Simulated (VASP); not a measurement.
Here is a VASP 6.6.1 calculation.

The input INCAR:

```
SYSTEM = GaP
ALGO = Normal
EDIFF = 1E-7
ENCUT = 520
GGA = CA
ISIF = 2
ISMEAR = 0
LASPH = .TRUE.
LCHARG = .TRUE.
LELF = .TRUE.
LREAL = .FALSE.
LVHAR = .TRUE.
LWAVE = .FALSE.
NBANDS = 16
NELM = 60
PREC = Accurate
SIGMA = 0.02
```

KPOINTS

```
k-points
0
G
  12 12 12
  0 0 0
```

POSCAR

```
GaP
1.0
    0.0000000000      2.6957448104      2.6957448104
    2.6957448104      0.0000000000      2.6957448104
    2.6957448104      2.6957448104      0.0000000000
Ga P
1 1
Direct
    0.0000000000      0.0000000000      0.0000000000
    0.7500000000      0.7500000000      0.7500000000
```

Potentials or basis: VASP PAW LDA potentials, release 64 (Ga_d, P).

Command:

```sh
$ cat potpaw_LDA.64/Ga_d/POTCAR potpaw_LDA.64/P/POTCAR > POTCAR
$ mpirun -np 1 vasp_std > vasp.out
```

Q: Predict the band gap on the k mesh.

A: 1.39 eV, indirect (least direct gap 1.91 eV).

Q: Predict the pressure.

A: 0.1 GPa.

A k mesh can miss the band edges. As with any semilocal functional, this LDA gap is likely too small.
